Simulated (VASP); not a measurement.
A run of VASP 6.6.1 is set up as follows.

The input POSCAR:

```
SnTe
1.0
    0.0000000000      3.5839840137      3.5839840137
    3.5839840137      0.0000000000      3.5839840137
    3.5839840137      3.5839840137      0.0000000000
Sn Te
1 1
Direct
    0.0000000000      0.0000000000      0.0000000000
    0.2500000000      0.2500000000      0.2500000000
```

Contents of INCAR.step1:

```
  ALGO = Normal
  EDIFF = 1E-5
  ENCUT = 520
  GGA = PE
  ISIF = 2
  ISMEAR = -1
  LASPH = T
  LREAL = F
  LWAVE = T
  NBANDS = 17
  NELM = 100
  PREC = Accurate
  SIGMA = 0.02
```

INCAR.step2

```
  AEXX = 0.3
  ALGO = Normal
  EDIFF = 1E-6
  ENCUT = 520
  GGA = PE
  ISIF = 2
  ISMEAR = -1
  ISTART = 1
  LASPH = T
  LCHARG = T
  LELF = T
  LHFCALC = T
  LREAL = F
  LVHAR = T
  LWAVE = F
  NBANDS = 17
  NELM = 100
  PREC = Accurate
  PRECFOCK = Normal
  SIGMA = 0.02
```

Contents of KPOINTS:

```
k-points
0
Gamma
  4 4 4
```

Potentials or basis: VASP PAW PBE potentials, release 64 (Sn_d, Te).

Run with:

```console
$ cat potpaw_PBE.64/Sn_d/POTCAR potpaw_PBE.64/Te/POTCAR > POTCAR
$ cp INCAR.step1 INCAR
$ mpirun -np 1 vasp_std > vasp.out
$ cp INCAR.step2 INCAR
$ mpirun -np 1 vasp_std > vasp.out
```

What does it give for the pressure?

-0.3 GPa.

What does it give for the band gap on the k mesh?

1.10 eV (least direct gap 1.98 eV).

Caveat: the PAW data sets were made with another functional, which shifts forces and pressure a little; spin-orbit coupling is left out, which moves the levels of the heavy elements. A k mesh can miss the band edges.
